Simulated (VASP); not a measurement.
# Cu (P6_3/mmc) in VASP: single point with LDA

Aim: the single point of Cu with LDA.

All numbers are computed with VASP 6.6.1; they aren't measurements. Logs are shortened: lines on timing, memory, paths and dates and some standing lists are left out, and cuts for length are marked.

### Step 1. The cell of the first run

It takes space group P6_3/mmc (No. 194, hexagonal). Conventional cell: a = 2.531 Å, b = 2.531 Å, c = 8.262 Å, α = 90.00°, β = 90.00°, γ = 120.00°. Cu (site symmetry -3m) has 12 Cu at 2.53 Å within 3.3 Å. Within 3.3 Å of Cu (site symmetry -6m2) lie 12 Cu at 2.53 Å.

This isn't the form of Cu at room conditions, which is fcc.

### Step 2. Single point, LDA

Input file INCAR:

```
SYSTEM = Cu
ALGO = Normal
EDIFF = 1E-6
ENCUT = 820
GGA = CA
GGA_COMPAT = .FALSE.
ISIF = 2
ISMEAR = -1
LASPH = .TRUE.
LCHARG = .FALSE.
LREAL = .FALSE.
LWAVE = .FALSE.
NBANDS = 46
NELM = 120
PREC = Accurate
SIGMA = 0.1
```

Input file KPOINTS:

```
k-points
0
G
  9 9 3
  0 0 0
```

Input file POSCAR:

```
Cu
1.0
    2.5307640000      0.0000000000      0.0000000000
   -1.2653820000      2.1917060000      0.0000000000
    0.0000000000      0.0000000000      8.2618150000
Cu
4
Direct
    0.0000000000      0.0000000000      0.0000000000
    0.3333333333      0.6666666667      0.2500000000
    0.0000000000      0.0000000000      0.5000000000
    0.6666666667      0.3333333333      0.7500000000
```

Potentials or basis: VASP PAW LDA potentials, release 64 (Cu_sv_GW).

Command:

```bash
$ cat potpaw_LDA.64/Cu_sv_GW/POTCAR > POTCAR
$ mpirun -np 1 vasp_std > vasp.out
```

OUTCAR:

```text
SYSTEM = Cu
   EDIFF = 1E-6
   ENCUT = 820
   GGA = CA
   ISIF = 2
   ISMEAR = -1
   LASPH = .TRUE.
   LREAL = .FALSE.
   NELM = 120
   PREC = Accurate

 ion  position               nearest neighbor table
   1  0.000  0.000  0.000-   2 2.53   4 2.53   4 2.53   2 2.53   4 2.53   2 2.53
   2  0.333  0.667  0.250-   1 2.53   3 2.53   1 2.53   3 2.53   1 2.53   3 2.53
   3  0.000  0.000  0.500-   2 2.53   4 2.53   4 2.53   2 2.53   4 2.53   2 2.53
   4  0.667  0.333  0.750-   1 2.53   3 2.53   1 2.53   3 2.53   1 2.53   3 2.53

  LATTYP: Found a hexagonal cell.
 ALAT       =     2.5307640000
 C/A-ratio  =     3.2645537079

  Lattice vectors:

 A1 = (   2.5307640000,   0.0000000000,   0.0000000000)
 A2 = (  -1.2653820000,   2.1917060000,   0.0000000000)
 A3 = (   0.0000000000,   0.0000000000,   8.2618150000)

Analysis of symmetry for initial positions (statically):
=====================================================================
 Subroutine PRICEL returns:
 Original cell was already a primitive cell.

 Routine SETGRP: Setting up the symmetry group for a
 hexagonal supercell.

 Subroutine GETGRP returns: Found 24 space group operations
 (whereof 12 operations were pure point group operations)
 out of a pool of 24 trial point group operations.

The static configuration has the point symmetry D_3d.
 The point group associated with its full space group is D_6h.

Analysis of symmetry for dynamics (positions and initial velocities):
=====================================================================
 Subroutine PRICEL returns:
 Original cell was already a primitive cell.

 Routine SETGRP: Setting up the symmetry group for a
 hexagonal supercell.

 Subroutine GETGRP returns: Found 24 space group operations
 (whereof 12 operations were pure point group operations)
 out of a pool of 24 trial point group operations.

The dynamic configuration has the point symmetry D_3d.
 The point group associated with its full space group is D_6h.

 Subroutine INISYM returns: Found 24 space group operations
 (whereof 12 operations are pure point group operations),
 and found     1 'primitive' translations

----------------------------------------------------------------------------------------

                                     Primitive cell

  volume of cell :      45.8257

  direct lattice vectors                    reciprocal lattice vectors
     2.530764000  0.000000000  0.000000000     0.395137595  0.228132788  0.000000000
    -1.265382000  2.191706000  0.000000000     0.000000000  0.456265576  0.000000000
     0.000000000  0.000000000  8.261815000     0.000000000  0.000000000  0.121038779

  length of vectors
     2.530764000  2.530764074  8.261815000     0.456265589  0.456265576  0.121038779

  position of ions in fractional coordinates (direct lattice)
     0.000000000  0.000000000  0.000000000
     0.333333333  0.666666667  0.250000000
     0.000000000  0.000000000  0.500000000
     0.666666667  0.333333333  0.750000000

  ion indices of the primitive-cell ions
   primitive index   ion index
                 1           1
                 2           2
                 3           3
                 4           4

----------------------------------------------------------------------------------------

 KPOINTS: k-points

Automatic generation of k-mesh.
 Grid dimensions read from file:
 generate k-points for:    9    9    3

 Generating k-lattice:

  Cartesian coordinates                     Fractional coordinates (reciprocal lattice)
     0.043904177  0.025348088  0.000000000     0.111111111  0.000000000  0.000000000
     0.000000000  0.050696175  0.000000000     0.000000000  0.111111111  0.000000000
     0.000000000  0.000000000  0.040346260     0.000000000  0.000000000  0.333333333

  Length of vectors
     0.050696177  0.050696175  0.040346260

  Shift w.r.t. Gamma in fractional coordinates (k-lattice)
     0.000000000  0.000000000  0.000000000

 Subroutine IBZKPT returns following result:
 ===========================================

 Found     24 irreducible k-points:

 Following reciprocal coordinates:
            Coordinates               Weight
  0.000000  0.000000  0.000000      1.000000
  0.111111  0.000000  0.000000      6.000000
  0.222222 -0.000000  0.000000      6.000000
  0.333333  0.000000  0.000000      6.000000
  0.444444 -0.000000  0.000000      6.000000
  0.111111  0.111111  0.000000      6.000000
[... 16 lines left out ...]
  0.333333  0.222222  0.333333     24.000000
  0.333333  0.333333  0.333333      4.000000
   k-points           NKPTS =     24   k-points in BZ     NKDIM =     24   number of bands    NBANDS=     46
   number of dos      NEDOS =    301   number of ions     NIONS =      4
   total plane-waves  NPLWV =  46080
   dimension x,y,z NGX =    24 NGY =   24 NGZ =   80
   dimension x,y,z NGXF=    48 NGYF=   48 NGZF=  160
   ions per type =               4
   NGX,Y,Z   is equivalent  to a cutoff of  15.77, 15.77, 16.10 a.u.
   NGXF,Y,Z  is equivalent  to a cutoff of  31.53, 31.53, 32.20 a.u.
 SYSTEM =  Cu
   PREC   = accura    normal or accurate (medium, high low for compatibility)
   ISTART =      0    job   : 0-new  1-cont  2-samecut
   ICHARG =      2    charge: 1-file 2-atom 10-const
   ISPIN  =      1    spin polarized calculation?
   LNONCOLLINEAR =      F non collinear calculations
   LSORBIT =      F    spin-orbit coupling
   LASPH  =      T    aspherical Exc in radial PAW
   ENCUT  =  820.0 eV  60.27 Ry    7.76 a.u.   5.91  5.91 19.29*2*pi/ulx,y,z
   NELM   =    120;   NELMIN=  2; NELMDL= -5     # of ELM steps
   EDIFF  = 0.1E-05   stopping-criterion for ELM
   LREAL  =      F    real-space projection
   EDIFFG = 0.1E-04   stopping-criterion for IOM
   NSW    =      0    number of steps for IOM
   IBRION =     -1    ionic relax: 0-MD 1-quasi-New 2-CG
   NFREE  =      0    steps in history (QN), initial steepest desc. (CG)
   ISIF   =      2    stress and relaxation
   ISYM   =      2    0-nonsym 1-usesym 2-fastsym
   POTIM  = 0.5000    time-step for ionic-motion
   TEBEG  =    0.0;   TEEND  =   0.0 temperature during run
   PSTRESS=    0.0 pullay stress
   NELECT =      76.0000    total number of electrons
   NUPDOWN=      -1.0000    fix difference up-down
   EMIN   =  10.00;   EMAX   =-10.00  energy-range for DOS
   EFERMI =   0.00;   METHOD = LEGACY
   ISMEAR =    -1;   SIGMA  =   0.10  broadening in eV -4-tet -1-fermi 0-gaus
   EFERMI_NEDOS =   21; number of points for ismear=-14 and -15
   IALGO  =     38    algorithm
   IMIX   =      4    mixing-type and parameters
     AMIX     =   0.40;   BMIX     =  1.00
     AMIX_MAG =   1.60;   BMIX_MAG =  1.00
  volume/ion in A,a.u.               =      11.46        77.31
  Fermi-wavevector in a.u.,A,eV,Ry     =   1.937803  3.661916 51.090956  3.755079
  Thomas-Fermi vector in A             =   2.968306
   LORBIT       =      0    0 simple, 1 ext, 2 COOP (PROOUT), +10 PAW based schemes
   GGA     = CA    functional components
   LHFCALC =     F    Hartree Fock is set to
   AEXX    =    0.0000 exact exchange contribution
   IVDW    =     0    specifies the selected vdW correction
   LEPSILON=     F    determine dielectric tensor
   LRPA    =     F    only Hartree local field effects (RPA)
 non-spin polarized calculation
  energy-cutoff  :      820.00
  volume of cell :       45.83
 maximum number of plane-waves:      2460
 NGX is ok and might be reduce to    24
   NGX = 11   NGY = 11   NGZ = 39

 number of electron      76.0000026 magnetization

 Free energy of the ion-electron system (eV)
  ---------------------------------------------------
  ext. energy  EPLUGINS =         0.00000000
  ---------------------------------------------------
  free energy    TOTEN  =       -19.40805058 eV

  energy without entropy =      -19.36615252  energy(sigma->0) =      -19.38710155

 E-fermi :   7.6022     XC(G=0): -14.0196

 val. band max:        7.5657440007   @ k =   0.2222   0.2222   0.0000
 cond. band min:       7.7777101625   @ k =   0.4444   0.1111   0.0000
 fundamental gap:      0.2119661617
 Fermi energy:         7.6022217788

 k-point     1 :       0.0000    0.0000    0.0000
  band No.  band energies     occupation
      1    -104.0033      2.00000
      2    -103.9979      2.00000
      3    -103.9895      2.00000
      4    -103.9845      2.00000
      5     -62.0178      2.00000
      6     -61.9578      2.00000
[... 38 lines left out ...]
     45      29.7514      0.00000
     46      30.1017      0.00000

 k-point     2 :       0.1111    0.0000    0.0000
  band No.  band energies     occupation
      1    -104.0014      2.00000
      2    -103.9966      2.00000
      3    -103.9882      2.00000
      4    -103.9833      2.00000
      5     -62.0129      2.00000
      6     -61.9591      2.00000
[... 38 lines left out ...]
     45      26.6194      0.00000
     46      26.7275      0.00000

 k-point     3 :       0.2222   -0.0000    0.0000
  band No.  band energies     occupation
      1    -103.9969      2.00000
      2    -103.9932      2.00000
      3    -103.9848      2.00000
      4    -103.9811      2.00000
      5     -62.0001      2.00000
      6     -61.9692      2.00000
[... 38 lines left out ...]
     45      21.6265      0.00000
     46      21.9951      0.00000

 k-point     4 :       0.3333    0.0000    0.0000
  band No.  band energies     occupation
      1    -103.9918      2.00000
      2    -103.9894      2.00000
      3    -103.9812      2.00000
      4    -103.9788      2.00000
      5     -61.9972      2.00000
      6     -61.9942      2.00000
[... 920 lines left out ...]
     45      17.4199      0.00000
     46      19.2331      0.00000

 k-point    23 :       0.3333    0.2222    0.3333
  band No.  band energies     occupation
      1    -103.9861      2.00000
      2    -103.9859      2.00000
      3    -103.9774      2.00000
      4    -103.9771      2.00000
      5     -62.0018      2.00000
      6     -61.9959      2.00000
[... 38 lines left out ...]
     45      16.0263      0.00000
     46      17.3603      0.00000

 k-point    24 :       0.3333    0.3333    0.3333
  band No.  band energies     occupation
      1    -103.9851      2.00000
      2    -103.9851      2.00000
      3    -103.9768      2.00000
      4    -103.9767      2.00000
      5     -61.9921      2.00000
      6     -61.9886      2.00000
[... 38 lines left out ...]
     45      15.3068      0.00000
     46      17.2974      0.00000

------------------------ aborting loop because EDIFF is reached ----------------------------------------

  FORCE on cell =-STRESS in cart. coord.  units (eV):
  Direction    XX          YY          ZZ          XY          YZ          ZX
  --------------------------------------------------------------------------------------
  -------------------------------------------------------------------------------------
  Total       -2.9254866     -2.9254869     -2.4762581     -0.0000000      0.0000000      0.0000000
  in kB     -102.2820186   -102.2820265    -86.5759121     -0.0000000      0.0000000      0.0000000
  external PRESSURE =     -97.0466524 kB  Pullay stress =       0.0000000 kB

 VOLUME and BASIS-vectors are now :
 -----------------------------------------------------------------------------
  energy-cutoff  :      820.00
  volume of cell :       45.83
      direct lattice vectors                 reciprocal lattice vectors
     2.530764000  0.000000000  0.000000000     0.395137595  0.228132788  0.000000000
    -1.265382000  2.191706000  0.000000000     0.000000000  0.456265576  0.000000000
     0.000000000  0.000000000  8.261815000     0.000000000  0.000000000  0.121038779

 POSITION                                       TOTAL-FORCE (eV/Angst)
 -----------------------------------------------------------------------------------
      0.00000      0.00000      0.00000        -0.000000      0.000000      0.000000
     -0.00000      1.46114      2.06545         0.000000     -0.000000     -0.000000
      0.00000      0.00000      4.13091        -0.000000      0.000000      0.000000
      1.26538      0.73057      6.19636        -0.000000      0.000000      0.000000
 -----------------------------------------------------------------------------------
    total drift:                               -0.000000      0.000000     -0.000000

  FREE ENERGIE OF THE ION-ELECTRON SYSTEM (eV)
  ---------------------------------------------------
  free  energy   TOTEN  =       -19.4080505759 eV

  energy  without entropy=      -19.3661525163  energy(sigma->0) =      -19.38710155
```

Wall time 49 s (1 thread of Intel Xeon 6975P-C (Granite Rapids), shared host); peak memory 0.22 GiB.

Results:

* Free energy: -19.4081 eV
* Pressure: -9.7 GPa
* Band gap on the k mesh: zero (bands 38 and 39 overlap by 5.11 eV)

Levels at points of the mesh, in eV from the Fermi level:
```tsv
k point	band 36	band 37	band 38	band 39	band 40	band 41	band 42	band 43
(0.00, 0.00, 0.00)	-2.02	-2.02	-1.72	-1.72	-1.14	3.85	12.65	12.65
```

Caveat: the cell stands under tension.

The gap in the log of VASP goes by the Fermi energy; the results here count the filled bands.